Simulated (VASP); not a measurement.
Runs of VASP 6.6.1 on SrTiO. The structure is that of space group P4/mmm (No. 123), or close to it. The cells are those of the table. The cell was generated, and may not be a known phase.

| task | spin | cell | k mesh | cutoff (eV) | gap on the mesh (eV) | pressure (GPa) | moment (μB) |
| --- | --- | --- | --- | --- | --- | --- | --- |
| single point | collinear | a = 2.970, b = 2.970, c = 7.026 Å, 3 atoms | 6 × 6 × 4 | 520 | none | 0.4 | 0.25 |
| single point | collinear | a = 3.269, b = 3.269, c = 5.239 Å, 3 atoms | 6 × 6 × 4 | 520 | none | 0.0 | (a) |
| single point | off | a = 2.977, b = 2.977, c = 7.131 Å, 3 atoms | 16 × 16 × 8 | 520 | none | (b) | - |
| relaxation of cell and atoms | collinear | relaxed from a = 3.269, b = 3.269, c = 5.239 Å, 3 atoms | 6 × 6 × 4 | 600 | none | 0.0 | 0.15 |

Alike in all rows: level PBE; potentials or basis VASP PAW PBE potentials, release 64 (Sr_sv, Ti_sv, O); smearing gaussian 0.1 eV.

Task: Estimate the missing entries.

Result: (a) 1.39; (b) 0.2.

Caveats: a moment this small can come from the mesh or the smearing (at least some runs); the stress differs along the axes, from -13 to 26 GPa (at least some runs); a cell axis changed by over 15 % at a fixed basis, so the end point is rough (at least some runs).

A k mesh can miss the band edges, and the runs leave out spin-orbit coupling on Sr.

A gap of «none» marks levels without a gap at the run's occupations.
